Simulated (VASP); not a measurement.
Set up this calculation in VASP 6.6.1, as the native input.

| Item | Value |
| --- | --- |
| Task | single point |
| Functional | PBE |
| Potentials or basis | VASP PAW PBE potentials, release 64 (Ti_sv, H) |
| Cutoff | 520 eV |
| k mesh | 2 × 2 × 2 |
| Occupations | fermi-dirac, width 0.15 eV |
| Spin | no spin polarisation |
| Dipole correction | no |
| Further INCAR settings | ALGO = Normal; EDIFF = 1e-07; NBANDS = 84 |

The structure of Ti12H (a cell with a defect) lies in POSCAR:

```
Ti12H
1.0
    5.9000000000      0.0000000000      0.0000000000
   -4.4250000000      7.6643250000      0.0000000000
    0.0000000000      0.0000000000      4.6846000000
Ti H
12 1
Direct
   -0.0712398160     -0.0327491332      0.1053665201
    0.1260541412      0.2361851826      0.5605174401
   -0.0744821978      0.2999220414      0.0735601759
    0.0828505960      0.5436878003      0.5874140802
    0.0113442759      0.6591708989      0.0856850105
    0.0893881340      0.9179412407      0.6747854673
    0.4757923949     -0.0663333040      0.1415702515
    0.6551747653      0.2244816080      0.5239081245
    0.4683112692      0.3306749127      0.0559492806
    0.6539492116      0.5804294573      0.5233531145
    0.3993080851      0.6103994807      0.0254664219
    0.6296438572      0.8806776852      0.5798147120
    1.1703385017      0.2423044430      0.9117107117
```

One way to write it, as run:

INCAR

```
SYSTEM = Ti12H
PREC     = Accurate       ! precision mode
ENCUT    = 520            ! plane-wave cutoff, eV
EDIFF    = 1E-7           ! SCF threshold, eV
ISMEAR   = -1             ! smearing method
SIGMA    = 0.15           ! smearing width, eV
LREAL    = .FALSE.        ! projectors in reciprocal space
LASPH    = .TRUE.         ! aspherical terms in the spheres
NELM     = 80             ! most SCF steps
ALGO     = Normal         ! electronic algorithm
ISIF     = 2              ! what is computed and relaxed
LWAVE    = .FALSE.        ! write WAVECAR
LCHARG   = .FALSE.        ! write CHGCAR
GGA      = PE             ! functional
NBANDS   = 84             ! bands
```

KPOINTS

```
regular mesh
0
G
  2 2 2
  0 0 0
```

Potentials or basis: VASP PAW PBE potentials, release 64 (Ti_sv, H).

Command:

```bash
$ cat potpaw_PBE.64/Ti_sv/POTCAR potpaw_PBE.64/H/POTCAR > POTCAR
$ mpirun -np 1 vasp_std > vasp.out
```

Results of the run:

| Quantity | Value |
| --- | --- |
| Pressure | 4.3 GPa |
| Largest force | 3.274 eV/Å |
| Band gap on the k mesh | zero (an odd number of electrons rules out a gap without spin polarisation) |

Caveat: the k points lie up to 0.67 Å⁻¹ apart, too coarse for converged energies and pressures of a metal; the atoms stand as in a frame of molecular dynamics.

It took 5.5 min on 1 thread of Intel(R) Xeon(R) Platinum 8259CL CPU @ 2.50GHz (Skylake/Cascade Lake), on a shared host, peak memory 0.39 GiB.
